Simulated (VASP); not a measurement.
# Ti3Al4Ni (P4/mmm) in VASP: single point with PBE

Aim: the single point of Ti3Al4Ni with PBE.

Everything below comes from runs of VASP 6.6.1. Logs are shortened: lines on timing, memory, paths and dates and some standing lists are left out, and cuts for length are marked.

**1. The cell of the first run**

Symmetry: P4/mmm, No. 123, tetragonal system. Conventional cell: a = 6.288 Å, b = 6.288 Å, c = 3.079 Å, α = 90.00°, β = 90.00°, γ = 90.00°. Within 3.6 Å of Ti (site symmetry mmm) lie 8 Al at 2.71 Å and 4 Ti at 3.08 to 3.14 Å and 2 Ni at 3.14 Å. Ti (site symmetry 4/mmm) has 8 Al at 2.90 Å and 6 Ti at 3.08 to 3.14 Å within 3.8 Å. Within 3.3 Å of Al (site symmetry m2m) lie 2 Ni at 2.52 Å and 6 Ti at 2.71 to 2.90 Å and 4 Al at 2.81 to 3.08 Å. Ni (site symmetry 4/mmm) has 8 Al at 2.52 Å and 2 Ni at 3.08 Å and 4 Ti at 3.14 Å within 3.3 Å.

**2. Single point, PBE, collinear spin, ferromagnetic start**

INCAR reads:

```
PREC     = Accurate       # precision mode
ENCUT    = 520            # plane-wave cutoff, eV
EDIFF    = 1E-6           # SCF threshold, eV
ISMEAR   = 0              # smearing method
SIGMA    = 0.1            # smearing width, eV
LREAL    = False          # projectors in reciprocal space
LASPH    = True           # aspherical terms in the spheres
NELM     = 150            # most SCF steps
ALGO     = Normal         # electronic algorithm
ISIF     = 2              # what is computed and relaxed
LWAVE    = False          # write WAVECAR
LCHARG   = True           # write CHGCAR
ISPIN    = 2              # spin polarisation
MAGMOM   = 0 0 0 0 0 0 0 2 # initial moments
LORBIT   = 11             # projections on sites
LMAXMIX  = 4              # l up to which the mixer works
GGA      = PE             # functional
LELF     = True           # ELF
LVHAR    = True         
NBANDS   = 43             # bands
```

KPOINTS reads:

```
Automatic mesh
0
Gamma
  4 4 6
```

POSCAR reads:

```
Ti3Al4Ni
1.0
    6.2878074737      0.0000000000      0.0000000000
    0.0000000000      6.2878074737      0.0000000000
    0.0000000000      0.0000000000      3.0790533130
Ti Al Ni
3 4 1
Direct
    0.5000000000      0.0000000000      0.5000000000
    0.5000000000      0.5000000000      0.5000000000
    0.0000000000      0.5000000000      0.5000000000
    0.2237482780      0.7762517220      0.0000000000
    0.2237482780      0.2237482780      0.0000000000
    0.7762517220      0.7762517220      0.0000000000
    0.7762517220      0.2237482780      0.0000000000
    0.0000000000      0.0000000000      0.5000000000
```

Potentials or basis: VASP PAW PBE potentials, release 64 (Ti_sv, Al, Ni).

Run with:

```
$ cat potpaw_PBE.64/Ti_sv/POTCAR potpaw_PBE.64/Al/POTCAR potpaw_PBE.64/Ni/POTCAR > POTCAR
$ mpirun -np 1 vasp_std > vasp.out
```

OUTCAR:

```text
PREC = Accurate
   ENCUT = 520
   EDIFF = 1E-6
   ISMEAR = 0
   LREAL = False
   LASPH = True
   NELM = 150
   ISIF = 2
   ISPIN = 2
   LORBIT = 11
   GGA = PE

 ion  position               nearest neighbor table
   1  0.500  0.000  0.500-   4 2.71   5 2.71   6 2.71   7 2.71   4 2.71   5 2.71   6 2.71   7 2.71

   2  0.500  0.500  0.500-   4 2.90   5 2.90   6 2.90   7 2.90   4 2.90   5 2.90   6 2.90   7 2.90

   3  0.000  0.500  0.500-   4 2.71   5 2.71   6 2.71   7 2.71   4 2.71   5 2.71   6 2.71   7 2.71

   4  0.224  0.776  0.000-   8 2.52   8 2.52   1 2.71   1 2.71   3 2.71   3 2.71   5 2.81   6 2.81
                             2 2.90   2 2.90
   5  0.224  0.224  0.000-   8 2.52   8 2.52   1 2.71   1 2.71   3 2.71   3 2.71   4 2.81   7 2.81
                             2 2.90   2 2.90
   6  0.776  0.776  0.000-   8 2.52   8 2.52   1 2.71   1 2.71   3 2.71   3 2.71   4 2.81   7 2.81
                             2 2.90   2 2.90
   7  0.776  0.224  0.000-   8 2.52   8 2.52   1 2.71   1 2.71   3 2.71   3 2.71   5 2.81   6 2.81
                             2 2.90   2 2.90
   8  0.000  0.000  0.500-   4 2.52   5 2.52   6 2.52   7 2.52   4 2.52   5 2.52   6 2.52   7 2.52

  LATTYP: Found a simple tetragonal cell.
 ALAT       =     6.2878074737
 C/A-ratio  =     0.4896863216

  Lattice vectors:

 A1 = (   6.2878074737,   0.0000000000,   0.0000000000)
 A2 = (   0.0000000000,   6.2878074737,   0.0000000000)
 A3 = (   0.0000000000,   0.0000000000,   3.0790533130)

Analysis of symmetry for initial positions (statically):
=====================================================================
 Subroutine PRICEL returns:
 Original cell was already a primitive cell.

 Routine SETGRP: Setting up the symmetry group for a
 simple tetragonal supercell.

 Subroutine GETGRP returns: Found 16 space group operations
 (whereof 16 operations were pure point group operations)
 out of a pool of 16 trial point group operations.

The static configuration has the point symmetry D_4h.

Analysis of symmetry for dynamics (positions and initial velocities):
=====================================================================
 Subroutine PRICEL returns:
 Original cell was already a primitive cell.

 Routine SETGRP: Setting up the symmetry group for a
 simple tetragonal supercell.

 Subroutine GETGRP returns: Found 16 space group operations
 (whereof 16 operations were pure point group operations)
 out of a pool of 16 trial point group operations.

The dynamic configuration has the point symmetry D_4h.

Analysis of structural, dynamic, and magnetic symmetry:
=====================================================================
 Subroutine PRICEL returns:
 Original cell was already a primitive cell.

 Routine SETGRP: Setting up the symmetry group for a
 simple tetragonal supercell.

 Subroutine GETGRP returns: Found 16 space group operations
 (whereof 16 operations were pure point group operations)
 out of a pool of 16 trial point group operations.

The overall configuration has the point symmetry D_4h.

 Subroutine INISYM returns: Found 16 space group operations
 (whereof 16 operations are pure point group operations),
 and found     1 'primitive' translations

----------------------------------------------------------------------------------------

                                     Primitive cell

  volume of cell :     121.7351

  direct lattice vectors                    reciprocal lattice vectors
     6.287807474  0.000000000  0.000000000     0.159037948  0.000000000  0.000000000
     0.000000000  6.287807474  0.000000000     0.000000000  0.159037948  0.000000000
     0.000000000  0.000000000  3.079053313     0.000000000  0.000000000  0.324775149

  length of vectors
     6.287807474  6.287807474  3.079053313     0.159037948  0.159037948  0.324775149

  position of ions in fractional coordinates (direct lattice)
     0.500000000  0.000000000  0.500000000
     0.500000000  0.500000000  0.500000000
     0.000000000  0.500000000  0.500000000
     0.223748278  0.776251722  0.000000000
     0.223748278  0.223748278  0.000000000
     0.776251722  0.776251722  0.000000000
     0.776251722  0.223748278  0.000000000
     0.000000000  0.000000000  0.500000000

  ion indices of the primitive-cell ions
   primitive index   ion index
                 1           1
                 2           2
                 3           3
                 4           4
                 5           5
                 6           6
                 7           7
                 8           8

----------------------------------------------------------------------------------------

 KPOINTS: Automatic mesh

Automatic generation of k-mesh.
 Grid dimensions read from file:
 generate k-points for:    4    4    6

 Generating k-lattice:

  Cartesian coordinates                     Fractional coordinates (reciprocal lattice)
     0.039759487  0.000000000  0.000000000     0.250000000  0.000000000  0.000000000
     0.000000000  0.039759487  0.000000000     0.000000000  0.250000000  0.000000000
     0.000000000  0.000000000  0.054129192     0.000000000  0.000000000  0.166666667

  Length of vectors
     0.039759487  0.039759487  0.054129192

  Shift w.r.t. Gamma in fractional coordinates (k-lattice)
     0.000000000  0.000000000  0.000000000

 Subroutine IBZKPT returns following result:
 ===========================================

 Found     24 irreducible k-points:

 Following reciprocal coordinates:
            Coordinates               Weight
  0.000000  0.000000  0.000000      1.000000
  0.250000  0.000000  0.000000      4.000000
  0.500000  0.000000  0.000000      2.000000
  0.250000  0.250000  0.000000      4.000000
  0.500000  0.250000  0.000000      4.000000
  0.500000  0.500000  0.000000      1.000000
[... 16 lines left out ...]
  0.500000  0.250000  0.500000      4.000000
  0.500000  0.500000  0.500000      1.000000
   k-points           NKPTS =     24   k-points in BZ     NKDIM =     24   number of bands    NBANDS=     43
   number of dos      NEDOS =    301   number of ions     NIONS =      8
   total plane-waves  NPLWV =  55296
   dimension x,y,z NGX =    48 NGY =   48 NGZ =   24
   dimension x,y,z NGXF=    96 NGYF=   96 NGZF=   48
   ions per type =               3   4   1
   NGX,Y,Z   is equivalent  to a cutoff of  12.69, 12.69, 12.96 a.u.
   NGXF,Y,Z  is equivalent  to a cutoff of  25.38, 25.38, 25.92 a.u.
 SYSTEM =  unknown system
   PREC   = accura    normal or accurate (medium, high low for compatibility)
   ISTART =      0    job   : 0-new  1-cont  2-samecut
   ICHARG =      2    charge: 1-file 2-atom 10-const
   ISPIN  =      2    spin polarized calculation?
   LNONCOLLINEAR =      F non collinear calculations
   LSORBIT =      F    spin-orbit coupling
   LASPH  =      T    aspherical Exc in radial PAW
   ENCUT  =  520.0 eV  38.22 Ry    6.18 a.u.  11.69 11.69  5.72*2*pi/ulx,y,z
   NELM   =    150;   NELMIN=  2; NELMDL= -5     # of ELM steps
   EDIFF  = 0.1E-05   stopping-criterion for ELM
   LREAL  =      F    real-space projection
   EDIFFG = 0.1E-04   stopping-criterion for IOM
   NSW    =      0    number of steps for IOM
   IBRION =     -1    ionic relax: 0-MD 1-quasi-New 2-CG
   NFREE  =      0    steps in history (QN), initial steepest desc. (CG)
   ISIF   =      2    stress and relaxation
   ISYM   =      2    0-nonsym 1-usesym 2-fastsym
   POTIM  = 0.5000    time-step for ionic-motion
   TEBEG  =    0.0;   TEEND  =   0.0 temperature during run
   PSTRESS=    0.0 pullay stress
   NELECT =      58.0000    total number of electrons
   NUPDOWN=      -1.0000    fix difference up-down
   EMIN   =  10.00;   EMAX   =-10.00  energy-range for DOS
   EFERMI =   0.00;   METHOD = LEGACY
   ISMEAR =     0;   SIGMA  =   0.10  broadening in eV -4-tet -1-fermi 0-gaus
   EFERMI_NEDOS =   21; number of points for ismear=-14 and -15
   IALGO  =     38    algorithm
   IMIX   =      4    mixing-type and parameters
     AMIX     =   0.40;   BMIX     =  1.00
     AMIX_MAG =   1.60;   BMIX_MAG =  1.00
  volume/ion in A,a.u.               =      15.22       102.69
  Fermi-wavevector in a.u.,A,eV,Ry     =   1.278632  2.416264 22.244165  1.634900
  Thomas-Fermi vector in A             =   2.411164
   LORBIT       =     11    0 simple, 1 ext, 2 COOP (PROOUT), +10 PAW based schemes
   GGA     = PE    functional components
   LHFCALC =     F    Hartree Fock is set to
   AEXX    =    0.0000 exact exchange contribution
   IVDW    =     0    specifies the selected vdW correction
   LEPSILON=     F    determine dielectric tensor
   LRPA    =     F    only Hartree local field effects (RPA)
 spin polarized calculation
 Gauss-broadening in eV      SIGMA  =   0.10
  energy-cutoff  :      520.00
  volume of cell :      121.74
 maximum number of plane-waves:      3312
 NGX is ok and might be reduce to    48
   NGX = 23   NGY = 23   NGZ = 11

 number of electron      57.9999997 magnetization      -0.0054902

 number of electron      57.9999997 magnetization       0.0000739

 Free energy of the ion-electron system (eV)
  ---------------------------------------------------
  ext. energy  EPLUGINS =         0.00000000
  ---------------------------------------------------
  free energy    TOTEN  =       -47.29503345 eV

  energy without entropy =      -47.27720933  energy(sigma->0) =      -47.28612139

 E-fermi :   8.7107     XC(G=0): -11.2203

 val. band max:        8.7062280246   @ k =   0.2500   0.0000   0.1667
 cond. band min:       8.7317310435   @ k =   0.5000   0.5000   0.5000
 fundamental gap:      0.0255030189
 Fermi energy:         8.7106785385

 spin component 1

 k-point     1 :       0.0000    0.0000    0.0000
  band No.  band energies     occupation
      1     -48.2329      1.00000
      2     -48.0074      1.00000
      3     -48.0071      1.00000
      4     -24.5197      1.00000
      5     -24.5197      1.00000
      6     -24.4009      1.00000
[... 1045 lines left out ...]
     40      12.2175      0.00000
     41      13.3070      0.00000
 Fermi energy:         8.7106785385

 spin component 2

 k-point     1 :       0.0000    0.0000    0.0000
  band No.  band energies     occupation
      1     -48.2330      1.00000
      2     -48.0073      1.00000
      3     -48.0071      1.00000
      4     -24.5198      1.00000
      5     -24.5198      1.00000
      6     -24.4010      1.00000
[... 1045 lines left out ...]
     40      12.2175      0.00000
     41      13.3070      0.00000
 [bands above 41 left out]

------------------------ aborting loop because EDIFF is reached ----------------------------------------

  FORCE on cell =-STRESS in cart. coord.  units (eV):
  Direction    XX          YY          ZZ          XY          YZ          ZX
  --------------------------------------------------------------------------------------
  -------------------------------------------------------------------------------------
  Total        0.1390095      0.1390095     -0.1331006      0.0000000      0.0000000      0.0000000
  in kB        1.8295292      1.8295292     -1.7517609      0.0000000      0.0000000      0.0000000
  external PRESSURE =       0.6357658 kB  Pullay stress =       0.0000000 kB

 VOLUME and BASIS-vectors are now :
 -----------------------------------------------------------------------------
  energy-cutoff  :      520.00
  volume of cell :      121.74
      direct lattice vectors                 reciprocal lattice vectors
     6.287807474  0.000000000  0.000000000     0.159037948  0.000000000  0.000000000
     0.000000000  6.287807474  0.000000000     0.000000000  0.159037948  0.000000000
     0.000000000  0.000000000  3.079053313     0.000000000  0.000000000  0.324775149

 POSITION                                       TOTAL-FORCE (eV/Angst)
 -----------------------------------------------------------------------------------
      3.14390      0.00000      1.53953         0.000000      0.000000      0.000000
      3.14390      3.14390      1.53953         0.000000      0.000000      0.000000
      0.00000      3.14390      1.53953         0.000000      0.000000      0.000000
      1.40689      4.88092      0.00000         0.005344     -0.005344      0.000000
      1.40689      1.40689      0.00000         0.005344      0.005344     -0.000000
      4.88092      4.88092      0.00000        -0.005344     -0.005344      0.000000
      4.88092      1.40689      0.00000        -0.005344      0.005344     -0.000000
      0.00000      0.00000      1.53953         0.000000      0.000000      0.000000
 -----------------------------------------------------------------------------------
    total drift:                                0.000000      0.000000     -0.000000

  FREE ENERGIE OF THE ION-ELECTRON SYSTEM (eV)
  ---------------------------------------------------
  free  energy   TOTEN  =       -47.2950334502 eV

  energy  without entropy=      -47.2772093311  energy(sigma->0) =      -47.28612139

 total charge

# of ion       s       p       d       tot
------------------------------------------
    1        2.191   6.131   1.982  10.304
    2        2.185   6.093   1.895  10.173
    3        2.191   6.131   1.982  10.304
    4        0.414   0.411   0.000   0.824
    5        0.414   0.411   0.000   0.824
    6        0.414   0.411   0.000   0.824
    7        0.414   0.411   0.000   0.824
    8        0.474   0.479   8.465   9.418
--------------------------------------------------
tot          8.696  20.477  14.324  43.497

 magnetization (x)

# of ion       s       p       d       tot
------------------------------------------
    1        0.000   0.000   0.000   0.000
    2       -0.000  -0.000  -0.000  -0.000
    3        0.000   0.000   0.000   0.000
    4        0.000  -0.000   0.000  -0.000
    5        0.000  -0.000   0.000  -0.000
    6        0.000  -0.000   0.000  -0.000
    7        0.000  -0.000   0.000  -0.000
    8       -0.000   0.000   0.000   0.000
--------------------------------------------------
tot          0.000  -0.000   0.000   0.000
```

Wall time 9.3 min (1 thread of AMD EPYC 7R13, shared host); peak memory 0.35 GiB.

Results:

```
Free energy                                           : -47.2950 eV
Pressure                                              : 0.1 GPa
Largest force                                         : 0.008 eV/Å
Band gap on the k mesh                                : zero (filled and empty bands overlap)
Net moment                                            : 0.00 μB per cell
Valence electrons inside the program's atomic spheres : Ti 10.30, 10.17 (each value once); Al 0.82; Ni 9.42
```

Forces in eV/Å, atoms in the order of the input:
```
Ti   0.000  0.000  0.000
Ti   0.000  0.000  0.000
Ti   0.000  0.000  0.000
Al   0.005 -0.005  0.000
Al   0.005  0.005  0.000
Al  -0.005 -0.005  0.000
Al  -0.005  0.005  0.000
Ni   0.000  0.000  0.000
```

Stress tensor (GPa, compression positive):
```
 0.18  0.00  0.00
 0.00  0.18  0.00
 0.00  0.00 -0.18
```

Levels at points of the mesh, in eV from the Fermi level:
Spin up:
```
           k point  band 25  band 26  band 27  band 28  band 29  band 30  band 31  band 32  band 33  band 34
(0.00, 0.00, 0.00)    -1.65    -1.40    -0.73    -0.67     0.24     0.80     0.92     0.92     1.41     1.41
(0.50, 0.00, 0.00)    -1.23    -1.06    -0.81    -0.30     0.09     0.64     0.97     0.98     1.07     1.34
(0.50, 0.50, 0.00)    -1.82    -1.11    -1.07    -0.63     0.22     0.22     0.55     0.97     1.37     1.39
(0.00, 0.00, 0.50)    -1.72    -1.24    -1.24    -1.13    -0.83    -0.61     0.80     0.80     0.85     1.25
(0.50, 0.00, 0.50)    -1.33    -1.15    -1.07    -0.64    -0.48    -0.01     0.16     0.78     1.17     1.32
(0.50, 0.50, 0.50)    -1.38    -1.28    -1.00     0.02     0.21     0.21     0.36     0.36     0.50     0.58
```
Spin down:
```
           k point  band 26  band 27  band 28  band 29  band 30  band 31  band 32  band 33
(0.00, 0.00, 0.00)    -1.40    -0.73    -0.67     0.24     0.80     0.92     0.92     1.41
(0.50, 0.00, 0.00)    -1.06    -0.81    -0.30     0.09     0.64     0.97     0.98     1.07
(0.50, 0.50, 0.00)    -1.11    -1.07    -0.63     0.22     0.22     0.55     0.97     1.37
(0.00, 0.00, 0.50)    -1.24    -1.24    -1.13    -0.83    -0.61     0.80     0.80     0.85
(0.50, 0.00, 0.50)    -1.15    -1.07    -0.64    -0.48    -0.01     0.16     0.78     1.17
(0.50, 0.50, 0.50)    -1.28    -1.00     0.02     0.21     0.21     0.36     0.36     0.50
```
